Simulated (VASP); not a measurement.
# GaN (P6_3mc) in VASP: single point with r2SCAN

Aim: the single point of GaN with r2SCAN.

Everything below comes from runs of VASP 6.6.1. Logs are shortened: lines on timing, memory, paths and dates and some standing lists are left out, and cuts for length are marked.

## 1. The cell of the first run

It takes space group P6_3mc (No. 186, hexagonal). The conventional cell has a = 3.219 Å, b = 3.219 Å, c = 5.244 Å, α = 90.00°, β = 90.00°, γ = 120.00°. Ga (site symmetry 3m) has 4 N at 1.97 to 1.98 Å within 2.6 Å. N (site symmetry 3m) has 4 Ga at 1.97 to 1.98 Å within 2.6 Å.

## 2. Single point, r2SCAN

POSCAR

```
GaN
1.0
    3.2186213461      0.0000000003      0.0000000000
   -1.6093106727      2.7874078503      0.0000000000
    0.0000000000      0.0000000000      5.2435339950
Ga N
2 2
Direct
    0.6666666667      0.3333333333      0.4991368700
    0.3333333333      0.6666666667      0.9991368700
    0.6666666667      0.3333333333      0.8758631300
    0.3333333333      0.6666666667      0.3758631300
```

INCAR.step1

```
PREC     = Accurate       # precision mode
ENCUT    = 520            # plane-wave cutoff, eV
ISMEAR   = -1             # smearing method
SIGMA    = 0.01           # smearing width, eV
LREAL    = False          # projectors in reciprocal space
LASPH    = True           # aspherical terms in the spheres
NELM     = 100            # most SCF steps
ISYM     = 0            
NBANDS   = 26             # bands
GGA      = PE             # functional
ALGO     = Normal         # electronic algorithm
EDIFF    = 1E-4           # SCF threshold, eV
LWAVE    = True           # write WAVECAR
LCHARG   = False          # write CHGCAR
```

INCAR.step2

```
PREC     = Accurate       # precision mode
ENCUT    = 520            # plane-wave cutoff, eV
EDIFF    = 1E-7           # SCF threshold, eV
ISMEAR   = -1             # smearing method
SIGMA    = 0.01           # smearing width, eV
LREAL    = False          # projectors in reciprocal space
LASPH    = True           # aspherical terms in the spheres
NELM     = 100            # most SCF steps
ALGO     = Normal         # electronic algorithm
ISIF     = 2              # what is computed and relaxed
LWAVE    = False          # write WAVECAR
LCHARG   = False          # write CHGCAR
METAGGA  = R2SCAN         # meta-GGA
LMIXTAU  = True         
ISYM     = 0            
NBANDS   = 26             # bands
ISTART   = 1
```

KPOINTS

```
Automatic mesh
0
Gamma
  6 6 4
  0.5 0.5 0.5
```

Potentials or basis: VASP PAW PBE potentials, release 64 (Ga_d, N).

The run is started by

```bash
cat potpaw_PBE.64/Ga_d/POTCAR potpaw_PBE.64/N/POTCAR > POTCAR
cp INCAR.step1 INCAR
mpirun -np 1 vasp_std > vasp.out
cp INCAR.step2 INCAR
mpirun -np 1 vasp_std > vasp.out
```

OUTCAR:

```text
PREC = Accurate
   ENCUT = 520
   EDIFF = 1E-7
   ISMEAR = -1
   LREAL = False
   LASPH = True
   NELM = 100
   ISIF = 2
   METAGGA = R2SCAN
   ISYM = 0
   ISTART = 1

 ion  position               nearest neighbor table
   1  0.667  0.333  0.499-   4 1.97   4 1.97   4 1.97   3 1.98
   2  0.333  0.667  0.999-   3 1.97   3 1.97   3 1.97   4 1.98
   3  0.667  0.333  0.876-   2 1.97   2 1.97   2 1.97   1 1.98
   4  0.333  0.667  0.376-   1 1.97   1 1.97   1 1.97   2 1.98

IMPORTANT INFORMATION: All symmetrisations will be switched off!
NOSYMM: (Re-)initialisation of all symmetry stuff for point group C_1.

----------------------------------------------------------------------------------------

                                     Primitive cell

  volume of cell :      47.0429

  direct lattice vectors                    reciprocal lattice vectors
     3.218621346  0.000000000  0.000000000     0.310692030  0.179378127  0.000000000
    -1.609310673  2.787407850  0.000000000    -0.000000000  0.358756254  0.000000000
     0.000000000  0.000000000  5.243533995     0.000000000  0.000000000  0.190711074

  length of vectors
     3.218621346  3.218621345  5.243533995     0.358756254  0.358756254  0.190711074

  position of ions in fractional coordinates (direct lattice)
     0.666666667  0.333333333  0.499136870
     0.333333333  0.666666667  0.999136870
     0.666666667  0.333333333  0.875863130
     0.333333333  0.666666667  0.375863130

  ion indices of the primitive-cell ions
   primitive index   ion index
                 1           1
                 2           2
                 3           3
                 4           4

----------------------------------------------------------------------------------------

 KPOINTS: Automatic mesh

Automatic generation of k-mesh.
 Grid dimensions read from file:
 generate k-points for:    6    6    4

 Generating k-lattice:

  Cartesian coordinates                     Fractional coordinates (reciprocal lattice)
     0.051782005  0.029896355  0.000000000     0.166666667  0.000000000  0.000000000
    -0.000000000  0.059792709  0.000000000     0.000000000  0.166666667  0.000000000
     0.000000000  0.000000000  0.047677769     0.000000000  0.000000000  0.250000000

  Length of vectors
     0.059792709  0.059792709  0.047677769

  Shift w.r.t. Gamma in fractional coordinates (k-lattice)
     0.500000000  0.500000000  0.500000000

 Subroutine IBZKPT returns following result:
 ===========================================

 Found    216 irreducible k-points:

 Following reciprocal coordinates:
            Coordinates               Weight
  0.083333  0.083333  0.125000      2.000000
 -0.083333  0.166667  0.125000      2.000000
 -0.166667  0.083333  0.125000      2.000000
 -0.083333 -0.083333  0.125000      2.000000
  0.083333 -0.166667  0.125000      2.000000
  0.166667 -0.083333  0.125000      2.000000
[... 16 lines left out ...]
  0.083333  0.500000  0.125000      2.000000
  0.500000 -0.416667  0.125000      2.000000
 [... further k-points ...]
   k-points           NKPTS =    216   k-points in BZ     NKDIM =    216   number of bands    NBANDS=     26
   number of dos      NEDOS =    301   number of ions     NIONS =      4
   total plane-waves  NPLWV =  23040
   dimension x,y,z NGX =    24 NGY =   24 NGZ =   40
   dimension x,y,z NGXF=    48 NGYF=   48 NGZF=   80
   ions per type =               2   2
   NGX,Y,Z   is equivalent  to a cutoff of  12.40, 12.40, 12.68 a.u.
   NGXF,Y,Z  is equivalent  to a cutoff of  24.79, 24.79, 25.36 a.u.
 SYSTEM =  unknown system
   PREC   = accura    normal or accurate (medium, high low for compatibility)
   ISTART =      1    job   : 0-new  1-cont  2-samecut
   ICHARG =      0    charge: 1-file 2-atom 10-const
   ISPIN  =      1    spin polarized calculation?
   LNONCOLLINEAR =      F non collinear calculations
   LSORBIT =      F    spin-orbit coupling
   LASPH  =      T    aspherical Exc in radial PAW
   ENCUT  =  520.0 eV  38.22 Ry    6.18 a.u.   5.98  5.98  9.75*2*pi/ulx,y,z
   NELM   =    100;   NELMIN=  2; NELMDL=  0     # of ELM steps
   EDIFF  = 0.1E-06   stopping-criterion for ELM
   LREAL  =      F    real-space projection
   EDIFFG = 0.1E-05   stopping-criterion for IOM
   NSW    =      0    number of steps for IOM
   IBRION =     -1    ionic relax: 0-MD 1-quasi-New 2-CG
   NFREE  =      0    steps in history (QN), initial steepest desc. (CG)
   ISIF   =      2    stress and relaxation
   ISYM   =      0    0-nonsym 1-usesym 2-fastsym
   POTIM  = 0.5000    time-step for ionic-motion
   TEBEG  =    0.0;   TEEND  =   0.0 temperature during run
   PSTRESS=    0.0 pullay stress
   NELECT =      36.0000    total number of electrons
   NUPDOWN=      -1.0000    fix difference up-down
   EMIN   =  10.00;   EMAX   =-10.00  energy-range for DOS
   EFERMI =   0.00;   METHOD = LEGACY
   ISMEAR =    -1;   SIGMA  =   0.01  broadening in eV -4-tet -1-fermi 0-gaus
   EFERMI_NEDOS =   21; number of points for ismear=-14 and -15
   IALGO  =     38    algorithm
   IMIX   =      4    mixing-type and parameters
     AMIX     =   0.40;   BMIX     =  1.00
     AMIX_MAG =   1.60;   BMIX_MAG =  1.00
  volume/ion in A,a.u.               =      11.76        79.37
  Fermi-wavevector in a.u.,A,eV,Ry     =   1.497422  2.829717 30.507965  2.242272
  Thomas-Fermi vector in A             =   2.609312
   LORBIT       =      0    0 simple, 1 ext, 2 COOP (PROOUT), +10 PAW based schemes
   METAGGA = R2SCAN    functional components
   LHFCALC =     F    Hartree Fock is set to
   AEXX    =    0.0000 exact exchange contribution
   IVDW    =     0    specifies the selected vdW correction
   LEPSILON=     F    determine dielectric tensor
   LRPA    =     F    only Hartree local field effects (RPA)
 non-spin polarized calculation
  energy-cutoff  :      520.00
  volume of cell :       47.04
 maximum number of plane-waves:      1283
   NGX = 11   NGY = 11   NGZ = 19

 number of electron      35.9999956 magnetization

 Free energy of the ion-electron system (eV)
  ---------------------------------------------------
  ext. energy  EPLUGINS =         0.00000000
  ---------------------------------------------------
  free energy    TOTEN  =       -43.80280475 eV

  energy without entropy =      -43.80280475  energy(sigma->0) =      -43.80280475

 E-fermi :   4.8930     XC(G=0): -12.4665

 val. band max:        4.6346865808   @ k =   0.0833  -0.0833   0.1250
 cond. band min:       7.7450542090   @ k =  -0.0833   0.0833   0.1250
 fundamental gap:      3.1103676282
 Fermi energy:         4.8930155587

 k-point     1 :       0.0833    0.0833    0.1250
  band No.  band energies     occupation
      1     -11.5605      2.00000
      2     -10.8488      2.00000
      3      -9.0430      2.00000
      4      -9.0270      2.00000
      5      -8.9802      2.00000
      6      -8.9740      2.00000
[... 18 lines left out ...]
     25      16.1655      0.00000
     26      17.2737      0.00000

 k-point     2 :      -0.0833    0.1667    0.1250
  band No.  band energies     occupation
      1     -11.5605      2.00000
      2     -10.8488      2.00000
      3      -9.0430      2.00000
      4      -9.0270      2.00000
      5      -8.9802      2.00000
      6      -8.9740      2.00000
[... 18 lines left out ...]
     25      16.1655      0.00000
     26      17.2737      0.00000

 k-point     3 :      -0.1667    0.0833    0.1250
  band No.  band energies     occupation
      1     -11.5605      2.00000
      2     -10.8488      2.00000
      3      -9.0430      2.00000
      4      -9.0270      2.00000
      5      -8.9802      2.00000
      6      -8.9740      2.00000
[... 18 lines left out ...]
     25      16.1655      0.00000
     26      17.2737      0.00000

 k-point     4 :      -0.0833   -0.0833    0.1250
  band No.  band energies     occupation
      1     -11.5605      2.00000
      2     -10.8488      2.00000
      3      -9.0430      2.00000
      4      -9.0270      2.00000
      5      -8.9802      2.00000
      6      -8.9740      2.00000
[... 18 lines left out ...]
     25      16.1655      0.00000
     26      17.2737      0.00000

 k-point     5 :       0.0833   -0.1667    0.1250
  band No.  band energies     occupation
      1     -11.5605      2.00000
      2     -10.8488      2.00000
      3      -9.0430      2.00000
      4      -9.0270      2.00000
      5      -8.9802      2.00000
      6      -8.9740      2.00000
[... 18 lines left out ...]
     25      16.1655      0.00000
     26      17.2737      0.00000

 k-point     6 :       0.1667   -0.0833    0.1250
  band No.  band energies     occupation
      1     -11.5605      2.00000
      2     -10.8488      2.00000
      3      -9.0430      2.00000
      4      -9.0270      2.00000
      5      -8.9802      2.00000
      6      -8.9740      2.00000
[... 427 lines left out ...]
 k-point    21 :       0.5000    0.4167    0.1250
  band No.  band energies     occupation
      1     -10.8779      2.00000
      2     -10.7087      2.00000
      3      -8.9960      2.00000
      4      -8.9735      2.00000
      5      -8.8686      2.00000
      6      -8.8520      2.00000
[... 18 lines left out ...]
     25      17.4273      0.00000
     26      18.7291      0.00000

 k-point    22 :      -0.4167   -0.0833    0.1250
  band No.  band energies     occupation
      1     -10.8779      2.00000
      2     -10.7087      2.00000
      3      -8.9960      2.00000
      4      -8.9735      2.00000
      5      -8.8687      2.00000
      6      -8.8520      2.00000
[... 18 lines left out ...]
     25      17.4273      0.00000
     26      18.7291      0.00000

 k-point    23 :       0.0833    0.5000    0.1250
  band No.  band energies     occupation
      1     -10.8779      2.00000
      2     -10.7087      2.00000
      3      -8.9960      2.00000
      4      -8.9735      2.00000
      5      -8.8687      2.00000
      6      -8.8520      2.00000
[... 18 lines left out ...]
     25      17.4273      0.00000
     26      18.7291      0.00000

 k-point    24 :       0.5000   -0.4167    0.1250
  band No.  band energies     occupation
      1     -10.8779      2.00000
      2     -10.7087      2.00000
      3      -8.9960      2.00000
      4      -8.9735      2.00000
      5      -8.8686      2.00000
      6      -8.8520      2.00000
[... 18 lines left out ...]
     25      17.4273      0.00000
     26      18.7294      0.00000

 [... further k-points ...]

------------------------ aborting loop because EDIFF is reached ----------------------------------------

  FORCE on cell =-STRESS in cart. coord.  units (eV):
  Direction    XX          YY          ZZ          XY          YZ          ZX
  --------------------------------------------------------------------------------------
  -------------------------------------------------------------------------------------
  Total       -1.5019567     -1.5016784     -1.5176609      0.0002410     -0.0000000      0.0000000
  in kB      -51.1532800    -51.1438040    -51.6881311      0.0082083     -0.0000010      0.0000002
  external PRESSURE =     -51.3284050 kB  Pullay stress =       0.0000000 kB

 VOLUME and BASIS-vectors are now :
 -----------------------------------------------------------------------------
  energy-cutoff  :      520.00
  volume of cell :       47.04
      direct lattice vectors                 reciprocal lattice vectors
     3.218621346  0.000000000  0.000000000     0.310692030  0.179378127  0.000000000
    -1.609310673  2.787407850  0.000000000    -0.000000000  0.358756254  0.000000000
     0.000000000  0.000000000  5.243533995     0.000000000  0.000000000  0.190711074

 POSITION                                       TOTAL-FORCE (eV/Angst)
 -----------------------------------------------------------------------------------
      1.60931      0.92914      2.61724        -0.000170      0.000099     -0.000042
      0.00000      1.85827      5.23901         0.000171     -0.000098     -0.000042
      1.60931      0.92914      4.59262        -0.000169      0.000096      0.000042
      0.00000      1.85827      1.97085         0.000168     -0.000098      0.000043
 -----------------------------------------------------------------------------------
    total drift:                                0.000002      0.000003      0.025014

  FREE ENERGIE OF THE ION-ELECTRON SYSTEM (eV)
  ---------------------------------------------------
  free  energy   TOTEN  =       -43.8028047501 eV

  energy  without entropy=      -43.8028047501  energy(sigma->0) =      -43.80280475
```

Wall time 10 min (1 thread of Intel Xeon Platinum 8488C (Sapphire Rapids), shared host); peak memory 0.33 GiB.

What came out:

```
Free energy            : -43.8028 eV
Pressure               : -5.1 GPa
Band gap on the k mesh : 3.11 eV
```

Caveat: the cell stands under tension; the PAW data sets were made with another functional, which shifts forces and pressure a little; a shifted mesh leaves out Γ, where band edges can lie.
